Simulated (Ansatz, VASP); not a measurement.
**Two plane-wave programs on ZrB2**

```
Zr B
1.0
     3.17000    0.00000    0.00000
    -1.58500    2.74530    0.00000
     0.00000    0.00000    3.53300
Zr B
1 2
Direct
  0.00000 0.00000 0.00000
  0.66667 0.33333 0.50000
  0.33333 0.66667 0.50000
```

Alike in both runs: task relaxation of cell and atoms; functional RPBE; k mesh 10 × 10 × 8; occupations fermi-dirac, width 0.05 eV; no spin polarisation.

```csv
,VASP,Ansatz
version,VASP 6.6.1,Ansatz 0.2.0
potentials or method,"VASP PAW PBE potentials, release 64 (Zr_sv, B)",Ansatz PAW
plane-wave cutoff (eV),600,420
valence electrons in the cell,18,18
```

VASP gave:

| Quantity | Value |
| --- | --- |
| gap on the k mesh at the Fermi level, each at its own relaxed structure (eV) | none |
| relaxed volume (Å³/atom) | 10.44 |
| relaxed cell length with the largest relative difference (Å) | 3.563 |

Task: Estimate Ansatz's values.

Result: gap on the k mesh at the Fermi level, each at its own relaxed structure (eV): none; relaxed volume (Å³/atom): 10.44; relaxed cell length with the largest relative difference (Å): 3.564.

VASP's potentials were made for PBE, not for RPBE. A gap of «none» marks a metal or a gap that the smearing closes.

Noted on Ansatz's run: the plane-wave basis is chosen anew once the cell has moved, so the energies of steps on either side of that aren't comparable.
